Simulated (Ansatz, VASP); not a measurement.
# Li: VASP beside Ansatz

Contents of INCAR:

```
SYSTEM = Li
  PREC = Accurate
  ENCUT = 750
  EDIFF = 1E-6
  ISMEAR = -1
  SIGMA = 0.08
  LREAL = .FALSE.
  LASPH = .TRUE.
  NELM = 120
  ALGO = Normal
  ISIF = 2
  LWAVE = .FALSE.
  LCHARG = .TRUE.
  GGA = PS
  LELF = .TRUE.
  LVHAR = .TRUE.
  NBANDS = 8
  GGA_COMPAT = .FALSE.
```

File KPOINTS:

```
regular mesh
0
G
  13 13 13
  0 0 0
```

File POSCAR:

```
Li
1.0
    0.0000000000      2.2020000000      2.1359400000
    2.2020000000      0.0000000000      2.1359400000
    2.2020000000      2.2020000000      0.0000000000
Li
1
Direct
    0.0000000000      0.0000000000      0.0000000000
```

Input for Ansatz:

```yaml
crystal:
  lattice:
    - [0.0, 2.202, 2.13594]
    - [2.202, 0.0, 2.13594]
    - [2.202, 2.202, 0.0]
  atoms:
    - { symbol: Li, position: [0.0, 0.0, 0.0] }
kpoints:
  mp_grid: { grid: [13, 13, 13] }
  band_path:
    path:
      - [0.0, 0.0, 0.0]
      - [0.0, 0.5, 0.5]
      - [0.25, 0.75, 0.5]
      - [0.0, 0.5, 0.0]
      - [0.0, 0.0, 0.0]
      - [0.5, 0.5, 0.0]
      - [0.3828515251, 0.6171484749, 0.0]
      - [-0.3828515251, 0.3828515251, 0.0]
      - [0.0, 0.0, 0.0]
    npoints: 5
scf:
  occupations: { method: fermi_dirac, width: 0.08 }
hamiltonian:
  xc: pbesol
  pseudopotentials: { kind: all_electron, lapw: { basis_error: 0.00025 } }
output:
  forces: true
  stress: true
  eigenvalues: true
```

Change from the starting cell: zz strain of -3 %.

Alike in both runs: task single point; functional PBEsol; k mesh 13 × 13 × 13; occupations fermi-dirac, width 0.08 eV; no spin polarisation.

```csv
,VASP,Ansatz
version,VASP 6.6.1,Ansatz 0.2.0
potentials or method,"VASP PAW PBE potentials, release 64 (Li_sv), cutoff 750 eV","all-electron LAPW, scalar-relativistic"
```

Ansatz gave:

| Item | Value |
| --- | --- |
| pressure (GPa) | -0.3 |

Problem. What did VASP give for the same quantities?

Solution. Pressure (GPa): -0.4.

VASP's potentials were made for PBE, not for PBEsol. Ansatz ran all-electron here, and VASP with PAW potentials.
